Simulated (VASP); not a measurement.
Input of a VASP 6.6.1 run:

Contents of INCAR:

```
ALGO     = Normal         # electronic algorithm
EDIFF    = 1E-7           # SCF threshold, eV
EDIFFG   = -0.005         # ionic threshold
ENCUT    = 600            # plane-wave cutoff, eV
GGA      = PE             # functional
IBRION   = 2              # ionic algorithm
ISIF     = 3              # what is computed and relaxed
ISMEAR   = 0              # smearing method
IVDW     = 12             # dispersion correction
LASPH    = T              # aspherical terms in the spheres
LCHARG   = F              # write CHGCAR
LREAL    = F              # projectors in reciprocal space
LWAVE    = F              # write WAVECAR
NELM     = 80             # most SCF steps
NSW      = 100            # ionic steps
PREC     = Accurate       # precision mode
SIGMA    = 0.1            # smearing width, eV
```

File KPOINTS:

```
k-points
0
Gamma
  18 18 18
```

Contents of POSCAR:

```
Nb
1.0
   -1.6588161896      1.6588161896      1.6588161896
    1.6588161896     -1.6588161896      1.6588161896
    1.6588161896      1.6588161896     -1.6588161896
Nb
1
Direct
    0.0000000000      0.0000000000      0.0000000000
```

Potentials or basis: VASP PAW PBE potentials, release 64 (Nb_sv).

Launch:

```sh
$ cat potpaw_PBE.64/Nb_sv/POTCAR > POTCAR
$ mpirun -np 1 vasp_std > vasp.out
```

Question: Estimate the relaxed volume.

Answer: 17.40 Å³/atom.

Question: Estimate the relaxed cell.

Answer: a = 2.828 Å, b = 2.828 Å, c = 2.828 Å, α = 109.47°, β = 109.47°, γ = 109.47°.

Final structure:
```cif
data_structure
_symmetry_space_group_name_H-M 'P 1'
_symmetry_Int_Tables_number 1
_cell_length_a 2.8276
_cell_length_b 2.8276
_cell_length_c 2.8276
_cell_angle_alpha 109.471
_cell_angle_beta 109.471
_cell_angle_gamma 109.471
_cell_volume 17.40
loop_
_atom_site_label
_atom_site_type_symbol
_atom_site_fract_x
_atom_site_fract_y
_atom_site_fract_z
_atom_site_occupancy
Nb1 Nb 0.00000 0.00000 0.00000 1
```

Caveat: pairwise dispersion overbinds metals, which lowers pressure and volume.
